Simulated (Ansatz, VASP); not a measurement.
**GaAs in VASP and in Ansatz**

INCAR

```
SYSTEM = GaAs
ALGO     = Normal         ! electronic algorithm
EDIFF    = 1E-6           ! SCF threshold, eV
ENCUT    = 520            ! plane-wave cutoff, eV
ISIF     = 2              ! what is computed and relaxed
ISMEAR   = 0              ! smearing method
LASPH    = .TRUE.         ! aspherical terms in the spheres
LCHARG   = .FALSE.        ! write CHGCAR
LREAL    = Auto         
LWAVE    = .FALSE.        ! write WAVECAR
NBANDS   = 86             ! bands
NELM     = 60             ! most SCF steps
PREC     = Accurate       ! precision mode
SIGMA    = 0.02           ! smearing width, eV
```

Contents of KPOINTS:

```
k-points
0
G
  3 3 3
  0 0 0
```

POSCAR

```
GaAs
1.0
    0.0000000000      5.6033815718     -5.6033815718
    5.6033815718      5.6033815718      0.0000000000
    5.6033815718      0.0000000000     -5.6033815718
Ga As
8 8
Direct
    0.5000000000      0.0000000000      0.5000000000
    0.5000000000      0.5000000000      0.5000000000
    0.0000000000      0.0000000000      0.5000000000
    0.0000000000      0.5000000000      0.5000000000
    0.5000000000      0.0000000000      0.0000000000
    0.5000000000      0.5000000000      0.0000000000
    0.0000000000      0.0000000000      0.0000000000
    0.0000000000      0.5000000000      0.0000000000
    0.1250000000      0.1250000000      0.1250000000
    0.1250000000      0.6250000000      0.1250000000
    0.6250000000      0.1250000000      0.1250000000
    0.6250000000      0.6250000000      0.1250000000
    0.1250000000      0.1250000000      0.6250000000
    0.1250000000      0.6250000000      0.6250000000
    0.6250000000      0.1250000000      0.6250000000
    0.6250000000      0.6250000000      0.6250000000
```

Input for Ansatz:

```yaml
crystal:
  lattice:
    - [0.0, 5.6033815718, -5.6033815718]
    - [5.6033815718, 5.6033815718, 0.0]
    - [5.6033815718, 0.0, -5.6033815718]
  atoms:
    - { symbol: Ga, position: [0.5, 0.0, 0.5] }
    - { symbol: Ga, position: [0.5, 0.5, 0.5] }
    - { symbol: Ga, position: [0.0, 0.0, 0.5] }
    - { symbol: Ga, position: [0.0, 0.5, 0.5] }
    - { symbol: Ga, position: [0.5, 0.0, 0.0] }
    - { symbol: Ga, position: [0.5, 0.5, 0.0] }
    - { symbol: Ga, position: [0.0, 0.0, 0.0] }
    - { symbol: Ga, position: [0.0, 0.5, 0.0] }
    - { symbol: As, position: [0.125, 0.125, 0.125] }
    - { symbol: As, position: [0.125, 0.625, 0.125] }
    - { symbol: As, position: [0.625, 0.125, 0.125] }
    - { symbol: As, position: [0.625, 0.625, 0.125] }
    - { symbol: As, position: [0.125, 0.125, 0.625] }
    - { symbol: As, position: [0.125, 0.625, 0.625] }
    - { symbol: As, position: [0.625, 0.125, 0.625] }
    - { symbol: As, position: [0.625, 0.625, 0.625] }
basis:
  ecutwfc: 420
  xc_grid: 2
kpoints:
  mp_grid: { grid: [3, 3, 3], shift: [0.0, 0.0, 0.0] }
hamiltonian:
  xc: lda
scf:
  occupations: { method: gaussian, width: 0.02 }
output:
  forces: true
  stress: true
  eigenvalues: true
  write_density: true
  write_potential: true
  elf: true
  volumetric_format: npy
```

Alike in both runs: task single point; functional LDA; k mesh 3 × 3 × 3; occupations gaussian, width 0.02 eV; no spin polarisation.

```csv
,VASP,Ansatz
version,VASP 6.6.1,Ansatz 0.2.0
potentials or method,"VASP PAW LDA potentials, release 64 (Ga_d, As), cutoff 520 eV","scalar-relativistic, plane waves, PAW"
valence electrons in the cell,144,224
```

VASP gave:

- gap on the k mesh at the Fermi level (eV): 0.53
- least direct gap on the mesh (eV): 0.53
- pressure (GPa): 0.2

Problem. What did Ansatz give for the same quantities?

Solution. gap on the k mesh at the Fermi level (eV): 0.48; least direct gap on the mesh (eV): 0.48; pressure (GPa): 0.0.

LDA's correlation is that of Perdew and Zunger in VASP and of Perdew and Wang (1992) in Ansatz. VASP's potentials hold 144 valence electrons a cell and Ansatz's 224, so a difference there can come from the potentials and not from the codes.
